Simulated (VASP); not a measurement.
# TiC (lda) (Fm-3m) in VASP: density of states with LDA

Aim: the density of states of TiC (lda) with LDA.

Everything below comes from runs of VASP 6.6.1. Logs are shortened: lines on timing, memory, paths and dates and some standing lists are left out, and cuts for length are marked.

**1. The cell of the first run**

It takes space group Fm-3m (No. 225, cubic). The conventional cell has a = 4.261 Å, b = 4.261 Å, c = 4.261 Å, α = 90.00°, β = 90.00°, γ = 90.00°. Ti (site symmetry m-3m) has 6 C at 2.13 Å within 2.8 Å. C (site symmetry m-3m) has 6 Ti at 2.13 Å within 2.8 Å.

**2. Density of states, LDA**

POSCAR

```
TiC
1.0
    0.0000000000      2.1304114046      2.1304114046
    2.1304114046      0.0000000000      2.1304114046
    2.1304114046      2.1304114046      0.0000000000
Ti C
1 1
Direct
    0.0000000000      0.0000000000      0.0000000000
    0.5000000000      0.5000000000      0.5000000000
```

INCAR.step1

```
ALGO = Normal
EDIFF = 1E-6
ENCUT = 520
GGA = CA
GGA_COMPAT = False
ISIF = 2
ISMEAR = 0
LASPH = True
LCHARG = True
LMAXMIX = 4
LORBIT = 11
LREAL = False
LWAVE = False
NBANDS = 15
NEDOS = 2001
NELM = 120
PREC = Accurate
SIGMA = 0.1
```

KPOINTS.step1

```
k-points
0
Gamma
  16 16 16
```

INCAR.step2

```
ALGO = Normal
EDIFF = 1E-6
ENCUT = 520
GGA = CA
GGA_COMPAT = False
ICHARG = 11
ISIF = 2
ISMEAR = -5
LASPH = True
LCHARG = False
LMAXMIX = 4
LORBIT = 11
LREAL = False
LWAVE = False
NBANDS = 15
NEDOS = 2001
NELM = 120
PREC = Accurate
SIGMA = 0.1
```

KPOINTS.step2

```
k-points
0
Gamma
  24 24 24
```

Potentials or basis: VASP PAW LDA potentials, release 64 (Ti_sv, C).

Run with:

```
$ cat potpaw_LDA.64/Ti_sv/POTCAR potpaw_LDA.64/C/POTCAR > POTCAR
$ cp INCAR.step1 INCAR
$ cp KPOINTS.step1 KPOINTS
$ mpirun -np 1 vasp_std > vasp.out
$ cp INCAR.step2 INCAR
$ cp KPOINTS.step2 KPOINTS
$ mpirun -np 1 vasp_std > vasp.out
```

OUTCAR:

```text
EDIFF = 1E-6
   ENCUT = 520
   GGA = CA
   ICHARG = 11
   ISIF = 2
   ISMEAR = -5
   LASPH = True
   LORBIT = 11
   LREAL = False
   NELM = 120
   PREC = Accurate

 ion  position               nearest neighbor table
   1  0.000  0.000  0.000-   2 2.13   2 2.13   2 2.13   2 2.13   2 2.13   2 2.13
   2  0.500  0.500  0.500-   1 2.13   1 2.13   1 2.13   1 2.13   1 2.13   1 2.13

  LATTYP: Found a face centered cubic cell.
 ALAT       =     4.2608228092

  Lattice vectors:

 A1 = (   0.0000000000,   2.1304114046,   2.1304114046)
 A2 = (   2.1304114046,   0.0000000000,   2.1304114046)
 A3 = (   2.1304114046,   2.1304114046,   0.0000000000)

Analysis of symmetry for initial positions (statically):
=====================================================================
 Subroutine PRICEL returns:
 Original cell was already a primitive cell.

 Routine SETGRP: Setting up the symmetry group for a
 face centered cubic supercell.

 Subroutine GETGRP returns: Found 48 space group operations
 (whereof 48 operations were pure point group operations)
 out of a pool of 48 trial point group operations.

The static configuration has the point symmetry O_h .

Analysis of symmetry for dynamics (positions and initial velocities):
=====================================================================
 Subroutine PRICEL returns:
 Original cell was already a primitive cell.

 Routine SETGRP: Setting up the symmetry group for a
 face centered cubic supercell.

 Subroutine GETGRP returns: Found 48 space group operations
 (whereof 48 operations were pure point group operations)
 out of a pool of 48 trial point group operations.

The dynamic configuration has the point symmetry O_h .

 Subroutine INISYM returns: Found 48 space group operations
 (whereof 48 operations are pure point group operations),
 and found     1 'primitive' translations

----------------------------------------------------------------------------------------

                                     Primitive cell

  volume of cell :      19.3384

  direct lattice vectors                    reciprocal lattice vectors
     0.000000000  2.130411405  2.130411405    -0.234696453  0.234696453  0.234696453
     2.130411405  0.000000000  2.130411405     0.234696453 -0.234696453  0.234696453
     2.130411405  2.130411405  0.000000000     0.234696453  0.234696453 -0.234696453

  length of vectors
     3.012856702  3.012856702  3.012856702     0.406506181  0.406506181  0.406506181

  position of ions in fractional coordinates (direct lattice)
[... 94 lines left out ...]
   EMIN   =  10.00;   EMAX   =-10.00  energy-range for DOS
   EFERMI =   0.00;   METHOD = LEGACY
   ISMEAR =    -5;   SIGMA  =   0.10  broadening in eV -4-tet -1-fermi 0-gaus
   EFERMI_NEDOS =   21; number of points for ismear=-14 and -15
   IALGO  =     38    algorithm
   IMIX   =      4    mixing-type and parameters
     AMIX     =   0.40;   BMIX     =  1.00
     AMIX_MAG =   1.60;   BMIX_MAG =  1.00
  volume/ion in A,a.u.               =       9.67        65.25
  Fermi-wavevector in a.u.,A,eV,Ry     =   1.536885  2.904291 32.137168  2.362015
  Thomas-Fermi vector in A             =   2.643471
   LORBIT       =     11    0 simple, 1 ext, 2 COOP (PROOUT), +10 PAW based schemes
   GGA     = CA    functional components
   LHFCALC =     F    Hartree Fock is set to
   AEXX    =    0.0000 exact exchange contribution
   IVDW    =     0    specifies the selected vdW correction
   LEPSILON=     F    determine dielectric tensor
   LRPA    =     F    only Hartree local field effects (RPA)
 non-spin polarized calculation
 Fermi weights with tetrahedron method with Bloechl corrections
  energy-cutoff  :      520.00
  volume of cell :       19.34
 maximum number of plane-waves:       544

 number of electron      16.0000003 magnetization

 Free energy of the ion-electron system (eV)
  ---------------------------------------------------
  ext. energy  EPLUGINS =         0.00000000
  ---------------------------------------------------
  free energy    TOTEN  =       -20.53891832 eV

  energy without entropy =      -20.53891832  energy(sigma->0) =      -20.53891832

 E-fermi :   9.8347     XC(G=0): -13.2318

 val. band max:        9.8643679264   @ k =   0.5000   0.5000   0.0000
 cond. band min:       9.7307204533   @ k =   0.1667   0.1667   0.0000
 fundamental gap:     -0.1336474731
 Fermi energy:         9.8347314270

 k-point     1 :       0.0000    0.0000    0.0000
  band No.  band energies     occupation
      1     -45.9110      2.00000
      2     -22.2872      2.00000
      3     -22.2872      2.00000
      4     -22.2872      2.00000
      5      -2.6062      2.00000
      6      10.4746      0.00000
      7      10.4746      0.00000
      8      10.4746      0.00000
      9      11.5793      0.00000
     10      11.5793      0.00000
     11      11.5793      0.00000
     12      11.6462      0.00000
     13      11.6462      0.00000
     14      21.1763      0.00000
[... 401 lines left out ...]
      2     -22.8832      2.00000
      3     -22.3484      2.00000
      4     -22.3480      2.00000
      5       0.9075      2.00000
      6       4.1039      2.00000
      7       6.8052      2.00000
      8       6.8840      2.00000
      9      12.7128      0.00000
     10      12.8741      0.00000
     11      14.0319      0.00000
     12      18.1181      0.00000
     13      18.2375      0.00000
     14      18.9259      0.00000
     15      25.3359      0.00000

 [... further k-points ...]
[... 5 lines left out ...]
  --------------------------------------------------------------------------------------
  -------------------------------------------------------------------------------------
  Total        0.0746270      0.0746270      0.0746270      0.0000000      0.0000000     -0.0000000
  in kB        6.1828109      6.1828109      6.1828109      0.0000000      0.0000000     -0.0000000
  external PRESSURE =       6.1828109 kB  Pullay stress =       0.0000000 kB

 VOLUME and BASIS-vectors are now :
 -----------------------------------------------------------------------------
  energy-cutoff  :      520.00
  volume of cell :       19.34
      direct lattice vectors                 reciprocal lattice vectors
     0.000000000  2.130411405  2.130411405    -0.234696453  0.234696453  0.234696453
     2.130411405  0.000000000  2.130411405     0.234696453 -0.234696453  0.234696453
     2.130411405  2.130411405  0.000000000     0.234696453  0.234696453 -0.234696453

 POSITION                                       TOTAL-FORCE (eV/Angst)
 -----------------------------------------------------------------------------------
      0.00000      0.00000      0.00000         0.000000      0.000000      0.000000
      2.13041      2.13041      2.13041        -0.000000     -0.000000     -0.000000
 -----------------------------------------------------------------------------------
    total drift:                                0.000000     -0.000000     -0.000000

  FREE ENERGIE OF THE ION-ELECTRON SYSTEM (eV)
  ---------------------------------------------------
  free  energy   TOTEN  =       -20.5389183181 eV

  energy  without entropy=      -20.5389183181  energy(sigma->0) =      -20.53891832

 total charge

# of ion       s       p       d       tot
------------------------------------------
    1        2.212   6.276   2.044  10.532
    2        0.893   1.529   0.000   2.422
--------------------------------------------------
tot          3.105   7.805   2.044  12.953
```

OUTCAR.step1:

```text
EDIFF = 1E-6
   ENCUT = 520
   GGA = CA
   ISIF = 2
   ISMEAR = 0
   LASPH = True
   LORBIT = 11
   LREAL = False
[... 655 lines left out ...]
    total drift:                                0.000000     -0.000000     -0.000000

  FREE ENERGIE OF THE ION-ELECTRON SYSTEM (eV)
  ---------------------------------------------------
  free  energy   TOTEN  =       -20.5391312383 eV

  energy  without entropy=      -20.5372942006  energy(sigma->0) =      -20.53821272

 total charge

# of ion       s       p       d       tot
------------------------------------------
    1        2.212   6.276   2.044  10.532
    2        0.893   1.529   0.000   2.422
--------------------------------------------------
tot          3.105   7.805   2.044  12.954
```

OSZICAR.step1:

```text
N       E                     dE             d eps       ncg     rms          rms(c)
DAV:   1     0.116068769757E+03    0.11607E+03   -0.79396E+03  4364   0.128E+03
DAV:   2    -0.187322832787E+02   -0.13480E+03   -0.12608E+03  4679   0.333E+02
DAV:   3    -0.257577370167E+02   -0.70255E+01   -0.69211E+01  5695   0.760E+01
DAV:   4    -0.259711491498E+02   -0.21341E+00   -0.21326E+00  5402   0.121E+01
DAV:   5    -0.259759468811E+02   -0.47977E-02   -0.47965E-02  5722   0.158E+00    0.195E+01
DAV:   6    -0.211521718734E+02    0.48238E+01   -0.11498E+01  6241   0.566E+01    0.680E+00
DAV:   7    -0.205789370408E+02    0.57323E+00   -0.20171E+00  5117   0.205E+01    0.535E+00
DAV:   8    -0.205478491912E+02    0.31088E-01   -0.11775E-01  4937   0.380E+00    0.315E+00
DAV:   9    -0.205422763565E+02    0.55728E-02   -0.74387E-02  5759   0.314E+00    0.775E-01
DAV:  10    -0.205404805681E+02    0.17958E-02   -0.96808E-03  5737   0.139E+00    0.561E-01
DAV:  11    -0.205391693570E+02    0.13112E-02   -0.25574E-03  5043   0.725E-01    0.111E-01
DAV:  12    -0.205391393069E+02    0.30050E-04   -0.25405E-04  4952   0.180E-01    0.413E-02
DAV:  13    -0.205391315309E+02    0.77760E-05   -0.16324E-05  5372   0.360E-02    0.661E-03
DAV:  14    -0.205391312383E+02    0.29263E-06   -0.41827E-07  3466   0.605E-03
   1 F= -.20539131E+02 E0= -.20538213E+02  d E =-.183704E-02
```

It took 2.3 min on 1 thread of Intel Xeon 8259CL, shared host; peak memory 0.23 GiB.

Results:

| Property | Result |
| --- | --- |
| Valence electrons inside the program's atomic spheres | Ti 10.53; C 2.42 |

Levels at points of the mesh, in eV from the Fermi level:
| k point | band 5 | band 6 | band 7 | band 8 | band 9 | band 10 | band 11 | band 12 |
| --- | --- | --- | --- | --- | --- | --- | --- | --- |
| (0.00, 0.00, 0.00) | -12.44 | 0.64 | 0.64 | 0.64 | 1.74 | 1.74 | 1.74 | 1.81 |
| (0.50, 0.00, 0.00) | -8.66 | -6.06 | -3.06 | -3.06 | 3.06 | 3.06 | 4.34 | 8.55 |
| (0.50, 0.50, 0.00) | -10.13 | -3.40 | -1.83 | 0.03 | 0.03 | 2.90 | 3.71 | 3.71 |

Caveat: tetrahedron occupations give inexact forces and stress in metals.
